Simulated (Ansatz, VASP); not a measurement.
ZnO: VASP beside Ansatz

```xyz
4
Lattice="3.2795 0.0000 0.0000 -1.6397 2.8401 0.0000 0.0000 0.0000 5.5049" Properties=species:S:1:pos:R:3 pbc="T T T"
Zn    0.0000    1.8934    0.0083
Zn    1.6397    0.9467    2.7607
O     0.0000    1.8934    2.0951
O     1.6397    0.9467    4.8476
```

Change from the starting cell: strain +0.000 along x and y, +0.040 along z, atoms carried along.

Alike in both runs: task single point; functional PBE; k mesh 12 × 12 × 6; occupations gaussian, width 0.05 eV; no spin polarisation.

|  | VASP | Ansatz |
| --- | --- | --- |
| version | VASP 6.6.1 | Ansatz 0.2.0 |
| potentials or method | VASP PAW PBE potentials, release 64 (Zn, O), cutoff 520 eV | scalar-relativistic, plane waves, PAW |
| valence electrons in the cell | 36 | 36 |

Ansatz gave:

- gap on the k mesh at the Fermi level (eV): 0.63
- least direct gap on the mesh (eV): 0.63
- pressure (GPa): -4.3
- traceless stress, the component that is largest in VASP (GPa): -4.25
- rms of the force components (eV/Å): 0.098

Question: What did VASP give for the same quantities?

Answer: gap on the k mesh at the Fermi level (eV): 0.61; least direct gap on the mesh (eV): 0.61; pressure (GPa): -3.6; traceless stress, the component that is largest in VASP (GPa): -4.44; rms of the force components (eV/Å): 0.111.

Atom by atom the forces differ by 0.013 eV/Å (rms over components).
